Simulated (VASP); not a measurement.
# Mg (P6_3/mmc) in VASP: settings compared

Mg is run at these levels: LDA, PBE+D4, PBEsol+D4; tasks: single point.

All numbers are computed with VASP 6.6.1; they aren't measurements. Logs are shortened: lines on timing, memory, paths and dates and some standing lists are left out, and cuts for length are marked.

### Step 1. The cell of the first run

It takes space group P6_3/mmc (No. 194, hexagonal). The conventional cell has a = 3.166 Å, b = 3.166 Å, c = 5.140 Å, α = 90.00°, β = 90.00°, γ = 120.00°. Mg (site symmetry -6m2) has 12 Mg at 3.15 to 3.17 Å within 4.1 Å.

### Step 2. Single point, LDA

Contents of INCAR:

```
SYSTEM = Mg
PREC     = Accurate       ! precision mode
ENCUT    = 520            ! plane-wave cutoff, eV
EDIFF    = 1E-7           ! SCF threshold, eV
ISMEAR   = -1             ! smearing method
SIGMA    = 0.05           ! smearing width, eV
LREAL    = .FALSE.        ! projectors in reciprocal space
LASPH    = .TRUE.         ! aspherical terms in the spheres
NELM     = 80             ! most SCF steps
ALGO     = Normal         ! electronic algorithm
ISIF     = 2              ! what is computed and relaxed
LWAVE    = .FALSE.        ! write WAVECAR
LCHARG   = .TRUE.         ! write CHGCAR
LELF     = .TRUE.         ! ELF
LVHAR    = .TRUE.       
NBANDS   = 9              ! bands
```

Contents of KPOINTS:

```
regular mesh
0
G
  10 10 5
  0 0 0
```

Contents of POSCAR:

```
Mg
1.0
    3.1659257641      0.0000000000      0.0000000000
   -1.5829628820      2.7417721382      0.0000000000
    0.0000000000      0.0000000000      5.1398819084
Mg
2
Direct
    0.6666666667      0.3333333333      0.7500000000
    0.3333333333      0.6666666667      0.2500000000
```

Potentials or basis: VASP PAW LDA potentials, release 64 (Mg).

Run with:

```sh
> cat potpaw_LDA.64/Mg/POTCAR > POTCAR
> mpirun -np 1 vasp_std > vasp.out
```

OUTCAR:

```text
SYSTEM = Mg
   PREC = Accurate
   ENCUT = 520
   EDIFF = 1E-7
   ISMEAR = -1
   LREAL = .FALSE.
   LASPH = .TRUE.
   NELM = 80
   ISIF = 2

 ion  position               nearest neighbor table
   1  0.667  0.333  0.750-   2 3.15   2 3.15   2 3.15   2 3.15   2 3.15   2 3.15
   2  0.333  0.667  0.250-   1 3.15   1 3.15   1 3.15   1 3.15   1 3.15   1 3.15

  LATTYP: Found a hexagonal cell.
 ALAT       =     3.1659257641
 C/A-ratio  =     1.6235004518

  Lattice vectors:

 A1 = (   3.1659257641,   0.0000000000,   0.0000000000)
 A2 = (  -1.5829628820,   2.7417721382,   0.0000000000)
 A3 = (   0.0000000000,   0.0000000000,   5.1398819084)

Analysis of symmetry for initial positions (statically):
=====================================================================
 Subroutine PRICEL returns:
 Original cell was already a primitive cell.

 Routine SETGRP: Setting up the symmetry group for a
 hexagonal supercell.

 Subroutine GETGRP returns: Found 24 space group operations
 (whereof 12 operations were pure point group operations)
 out of a pool of 24 trial point group operations.

The static configuration has the point symmetry D_3d.
 The point group associated with its full space group is D_6h.

Analysis of symmetry for dynamics (positions and initial velocities):
=====================================================================
 Subroutine PRICEL returns:
 Original cell was already a primitive cell.

 Routine SETGRP: Setting up the symmetry group for a
 hexagonal supercell.

 Subroutine GETGRP returns: Found 24 space group operations
 (whereof 12 operations were pure point group operations)
 out of a pool of 24 trial point group operations.

The dynamic configuration has the point symmetry D_3d.
 The point group associated with its full space group is D_6h.

 Subroutine INISYM returns: Found 24 space group operations
 (whereof 12 operations are pure point group operations),
 and found     1 'primitive' translations

----------------------------------------------------------------------------------------

                                     Primitive cell

  volume of cell :      44.6154

  direct lattice vectors                    reciprocal lattice vectors
     3.165925764  0.000000000  0.000000000     0.315863376  0.182363805  0.000000000
    -1.582962882  2.741772138  0.000000000     0.000000000  0.364727610  0.000000000
[... 89 lines left out ...]
   IBRION =     -1    ionic relax: 0-MD 1-quasi-New 2-CG
   NFREE  =      0    steps in history (QN), initial steepest desc. (CG)
   ISIF   =      2    stress and relaxation
   ISYM   =      2    0-nonsym 1-usesym 2-fastsym
   POTIM  = 0.5000    time-step for ionic-motion
   TEBEG  =    0.0;   TEEND  =   0.0 temperature during run
   PSTRESS=    0.0 pullay stress
   NELECT =       4.0000    total number of electrons
   NUPDOWN=      -1.0000    fix difference up-down
   EMIN   =  10.00;   EMAX   =-10.00  energy-range for DOS
   EFERMI =   0.00;   METHOD = LEGACY
   ISMEAR =    -1;   SIGMA  =   0.05  broadening in eV -4-tet -1-fermi 0-gaus
   EFERMI_NEDOS =   21; number of points for ismear=-14 and -15
   IALGO  =     38    algorithm
   IMIX   =      4    mixing-type and parameters
     AMIX     =   0.40;   BMIX     =  1.00
     AMIX_MAG =   1.60;   BMIX_MAG =  1.00
  volume/ion in A,a.u.               =      22.31       150.54
  Fermi-wavevector in a.u.,A,eV,Ry     =   0.732712  1.384624  7.304510  0.536866
  Thomas-Fermi vector in A             =   1.825242
   LORBIT       =      0    0 simple, 1 ext, 2 COOP (PROOUT), +10 PAW based schemes
   GGA     = CA    functional components
   LHFCALC =     F    Hartree Fock is set to
   AEXX    =    0.0000 exact exchange contribution
   IVDW    =     0    specifies the selected vdW correction
   LEPSILON=     F    determine dielectric tensor
   LRPA    =     F    only Hartree local field effects (RPA)
 non-spin polarized calculation
  energy-cutoff  :      520.00
  volume of cell :       44.62
 maximum number of plane-waves:      1214
 NGX is ok and might be reduce to    24
   NGX = 11   NGY = 11   NGZ = 19

 number of electron       4.0000000 magnetization

 Free energy of the ion-electron system (eV)
  ---------------------------------------------------
  ext. energy  EPLUGINS =         0.00000000
  ---------------------------------------------------
  free energy    TOTEN  =        -3.60720281 eV

  energy without entropy =       -3.59540447  energy(sigma->0) =       -3.60130364

 E-fermi :   2.6444     XC(G=0):  -8.7725

 val. band max:        2.5966355809   @ k =   0.4000   0.1000   0.4000
 cond. band min:       2.6588492546   @ k =   0.2000   0.1000   0.0000
 fundamental gap:      0.0622136737
 Fermi energy:         2.6443673200

 k-point     1 :       0.0000    0.0000    0.0000
  band No.  band energies     occupation
      1      -4.4237      2.00000
      2       0.9236      2.00000
      3       1.3436      2.00000
      4      13.6816      0.00000
      5      13.6816      0.00000
      6      13.7812      0.00000
      7      13.7812      0.00000
      8      14.6034      0.00000
      9      16.2601      0.00000
[... 265 lines left out ...]
 k-point    24 :       0.4000    0.1000    0.2000
  band No.  band energies     occupation
      1      -0.0922      2.00000
      2       1.7492      2.00000
      3       3.2288      0.00002
      4       4.9966      0.00000
      5       6.9741      0.00000
      6       7.9804      0.00000
      7       9.5024      0.00000
      8      10.7988      0.00000
      9      13.2977      0.00000

 [... further k-points ...]

------------------------ aborting loop because EDIFF is reached ----------------------------------------

  FORCE on cell =-STRESS in cart. coord.  units (eV):
  Direction    XX          YY          ZZ          XY          YZ          ZX
  --------------------------------------------------------------------------------------
  -------------------------------------------------------------------------------------
  Total       -0.5121619     -0.5121619     -0.1680354     -0.0000000      0.0000000      0.0000000
  in kB      -18.3921545    -18.3921545     -6.0342902     -0.0000000      0.0000000      0.0000000
  external PRESSURE =     -14.2728664 kB  Pullay stress =       0.0000000 kB

 VOLUME and BASIS-vectors are now :
 -----------------------------------------------------------------------------
  energy-cutoff  :      520.00
  volume of cell :       44.62
      direct lattice vectors                 reciprocal lattice vectors
     3.165925764  0.000000000  0.000000000     0.315863376  0.182363805  0.000000000
    -1.582962882  2.741772138  0.000000000     0.000000000  0.364727610  0.000000000
     0.000000000  0.000000000  5.139881908     0.000000000  0.000000000  0.194556999

 POSITION                                       TOTAL-FORCE (eV/Angst)
 -----------------------------------------------------------------------------------
      1.58296      0.91392      3.85491         0.000000      0.000000      0.000000
     -0.00000      1.82785      1.28497        -0.000000      0.000000      0.000000
 -----------------------------------------------------------------------------------
    total drift:                                0.000000     -0.000000      0.000000

  FREE ENERGIE OF THE ION-ELECTRON SYSTEM (eV)
  ---------------------------------------------------
  free  energy   TOTEN  =        -3.6072028132 eV

  energy  without entropy=       -3.5954044698  energy(sigma->0) =       -3.60130364
```

OSZICAR:

```text
N       E                     dE             d eps       ncg     rms          rms(c)
DAV:   1    -0.542485684694E+00   -0.54249E+00   -0.13523E+03   756   0.317E+02
DAV:   2    -0.358622177160E+01   -0.30437E+01   -0.27929E+01  1052   0.285E+01
DAV:   3    -0.362776234251E+01   -0.41541E-01   -0.41302E-01   955   0.282E+00
DAV:   4    -0.362790950505E+01   -0.14716E-03   -0.14715E-03  1007   0.163E-01
DAV:   5    -0.362790990273E+01   -0.39767E-06   -0.39784E-06   963   0.855E-03    0.935E-01
DAV:   6    -0.361637604640E+01    0.11534E-01   -0.67484E-04   890   0.142E-01    0.594E-01
DAV:   7    -0.360721126256E+01    0.91648E-02   -0.23155E-03   794   0.259E-01    0.304E-02
DAV:   8    -0.360720380519E+01    0.74574E-05   -0.17232E-05  1102   0.212E-02    0.642E-03
DAV:   9    -0.360720282050E+01    0.98469E-06   -0.57864E-07   841   0.345E-03    0.579E-04
DAV:  10    -0.360720281321E+01    0.72926E-08   -0.22470E-09   592   0.305E-04
   1 F= -.36072028E+01 E0= -.36013036E+01  d E =-.117983E-01
```

It took 6 s on 1 thread of Intel Xeon 6975P-C, shared host; peak memory 0.14 GiB.

Results:

```
Free energy            : -3.6072 eV
Pressure               : -1.4 GPa
Band gap on the k mesh : zero (band 2 reaches 3.30 eV, above the bottom of band 3 at 1.34 eV)
```

### Step 3. Single point, PBE+D4

Contents of INCAR:

```
  ALGO = Normal
  EDIFF = 1E-7
  ENCUT = 520
  GGA = PE
  ISIF = 2
  ISMEAR = -1
  IVDW = 13
  LASPH = True
  LCHARG = False
  LREAL = False
  LWAVE = False
  NBANDS = 9
  NELM = 100
  PREC = Accurate
  SIGMA = 0.05
```

Contents of KPOINTS:

```
k-points
0
Gamma
  10 10 5
```

POSCAR is that of step 2.

Potentials or basis: VASP PAW PBE potentials, release 64 (Mg).

Run with:

```sh
> cat potpaw_PBE.64/Mg/POTCAR > POTCAR
> mpirun -np 1 vasp_std > vasp.out
```

Wall time 7.7 s (1 thread of Intel Xeon 6975P-C, shared host); peak memory 0.16 GiB.

It converged, with:

```yaml
Free_energy: -3.1596 eV
Pressure: 0.5 GPa
Band_gap_on_the_k_mesh: zero (band 2 reaches 3.44 eV, above the bottom of band 3 at 1.54 eV)
Dispersion_energy_per_atom: -0.078 eV
```

Stress tensor (GPa, compression positive):
```
0.11 0.00 0.00
0.00 0.11 0.00
0.00 0.00 1.20
```

Levels at points of the mesh, in eV from the Fermi level:
| k point | band 1 | band 2 | band 3 | band 4 | band 5 |
| --- | --- | --- | --- | --- | --- |
| (0.00, 0.00, 0.00) | -7.08 | -1.76 | -1.27 | 11.08 | 11.08 |
| (0.50, 0.00, 0.00) | -2.22 | -2.18 | 2.68 | 3.01 | 3.33 |

Caveat: pairwise dispersion overbinds metals, which lowers pressure and volume.

### Step 4. Single point, PBEsol+D4

Contents of INCAR:

```
ALGO = Normal
EDIFF = 1E-6
ENCUT = 520
GGA = PS
ISIF = 2
ISMEAR = -1
IVDW = 13
LASPH = True
LCHARG = True
LELF = True
LREAL = False
LVHAR = True
LWAVE = False
NBANDS = 9
NELM = 60
PREC = Accurate
SIGMA = 0.05
```

KPOINTS is that of step 3.

POSCAR is that of step 3.

Potentials or basis: VASP PAW PBE potentials, release 64 (Mg).

Run with:

```sh
> cat potpaw_PBE.64/Mg/POTCAR > POTCAR
> mpirun -np 1 vasp_std > vasp.out
```

OUTCAR:

```text
EDIFF = 1E-6
   ENCUT = 520
   GGA = PS
   ISIF = 2
   ISMEAR = -1
   IVDW = 13
   LASPH = True
   LREAL = False
   NELM = 60
   PREC = Accurate

 ion  position               nearest neighbor table
   1  0.667  0.333  0.750-   2 3.15   2 3.15   2 3.15   2 3.15   2 3.15   2 3.15
   2  0.333  0.667  0.250-   1 3.15   1 3.15   1 3.15   1 3.15   1 3.15   1 3.15

  LATTYP: Found a hexagonal cell.
 ALAT       =     3.1659257641
 C/A-ratio  =     1.6235004518

  Lattice vectors:

 A1 = (   3.1659257641,   0.0000000000,   0.0000000000)
 A2 = (  -1.5829628820,   2.7417721382,   0.0000000000)
 A3 = (   0.0000000000,   0.0000000000,   5.1398819084)

Analysis of symmetry for initial positions (statically):
=====================================================================
 Subroutine PRICEL returns:
 Original cell was already a primitive cell.

 Routine SETGRP: Setting up the symmetry group for a
 hexagonal supercell.

 Subroutine GETGRP returns: Found 24 space group operations
 (whereof 12 operations were pure point group operations)
 out of a pool of 24 trial point group operations.

[... 169 lines left out ...]
 Fermi energy:         2.7701656475

 k-point     1 :       0.0000    0.0000    0.0000
  band No.  band energies     occupation
      1      -4.3113      2.00000
      2       1.0104      2.00000
      3       1.5047      2.00000
      4      13.8343      0.00000
      5      13.8343      0.00000
      6      14.0105      0.00000
      7      14.0105      0.00000
      8      14.7273      0.00000
      9      16.4455      0.00000
[... 265 lines left out ...]
 k-point    24 :       0.4000    0.1000    0.2000
  band No.  band energies     occupation
      1       0.0250      2.00000
      2       1.8628      2.00000
      3       3.3604      0.00001
      4       5.1244      0.00000
      5       7.0920      0.00000
      6       8.1470      0.00000
      7       9.7094      0.00000
      8      10.9578      0.00000
      9      13.5249      0.00000

 [... further k-points ...]

------------------------ aborting loop because EDIFF is reached ----------------------------------------

  DFT-D4 for vdW energy calculation

  Edisp (eV):   -0.08990

  FORCE on cell =-STRESS in cart. coord.  units (eV):
  Direction    XX          YY          ZZ          XY          YZ          ZX
  --------------------------------------------------------------------------------------
  -------------------------------------------------------------------------------------
  Total      -0.09107    -0.09107     0.21087    -0.00000     0.00000     0.00000
  in kB      -3.27030    -3.27030     7.57247    -0.00000     0.00000     0.00000
  external pressure =        0.34 kB  Pullay stress =        0.00 kB

 VOLUME and BASIS-vectors are now :
 -----------------------------------------------------------------------------
  energy-cutoff  :      520.00
  volume of cell :       44.62
      direct lattice vectors                 reciprocal lattice vectors
     3.165925764  0.000000000  0.000000000     0.315863376  0.182363805  0.000000000
    -1.582962882  2.741772138  0.000000000     0.000000000  0.364727610  0.000000000
     0.000000000  0.000000000  5.139881908     0.000000000  0.000000000  0.194556999

 POSITION                                       TOTAL-FORCE (eV/Angst)
 -----------------------------------------------------------------------------------
      1.58296      0.91392      3.85491         0.000000     -0.000000      0.000000
     -0.00000      1.82785      1.28497        -0.000000      0.000000      0.000000
 -----------------------------------------------------------------------------------
    total drift:                                0.000000     -0.000000      0.000000

  FREE ENERGIE OF THE ION-ELECTRON SYSTEM (eV)
  ---------------------------------------------------
  free  energy   TOTEN  =        -3.5313071566 eV

  energy  without entropy=       -3.5200034400  energy(sigma->0) =       -3.52565530
```

stdout:

```text
POSCAR found type information on POSCAR Mg
 POSCAR found :  1 types and       2 ions
 scaLAPACK will be used
 -----------------------------------------------------------------------------
|                                                                             |
|                                                                             |
|     You enforced a specific xc type in the INCAR file but a different       |
|     I HOPE YOU KNOW WHAT YOU ARE DOING!                                     |
|                                                                             |
 -----------------------------------------------------------------------------

 LDA part: xc-table for (Slater+PW92), standard interpolation
 POSCAR, INCAR and KPOINTS ok, starting setup
 FFT: planning ... GRIDC
 FFT: planning ... GRID_SOFT
 FFT: planning ... GRID
 WAVECAR not read
 entering main loop
```

Run time: 7.1 s. Hardware: 1 thread of Intel Xeon 6975P-C, shared host; peak memory 0.16 GiB.

What came out:

* Free energy: -3.5313 eV
* Pressure: 0.0 GPa
* Band gap on the k mesh: zero (band 2 reaches 3.39 eV, above the bottom of band 3 at 1.50 eV)
* Dispersion energy per atom: -0.045 eV

Levels at points of the mesh, in eV from the Fermi level:
```tsv
k point	band 1	band 2	band 3	band 4	band 5	band 6
(0.00, 0.00, 0.00)	-7.08	-1.76	-1.27	11.06	11.06	11.24
(0.50, 0.00, 0.00)	-2.22	-2.18	2.67	3.00	3.33	3.74
```

Caveat: the PAW data sets were made with another functional, which shifts forces and pressure a little; pairwise dispersion overbinds metals, which lowers pressure and volume.

### Step 5. Overview

```tsv
level	potentials or basis	gap on the mesh (eV)	pressure (GPa)
LDA	VASP PAW LDA potentials, release 64 (Mg)	none	-1.4
PBE+D4	VASP PAW PBE potentials, release 64 (Mg)	none	0.5
PBEsol+D4	VASP PAW PBE potentials, release 64 (Mg)	none	0.0
```

Alike in all rows: task single point; no spin polarisation; cell as given; k mesh 10 × 10 × 5; cutoff (eV) 520; smearing fermi-dirac 0.05 eV.

Caveats: pairwise dispersion overbinds metals, which lowers pressure and volume (some runs); the PAW data sets were made with another functional, which shifts forces and pressure a little (some runs).

Total energies depend on the potentials used, so only differences within one code and one set of settings carry meaning.
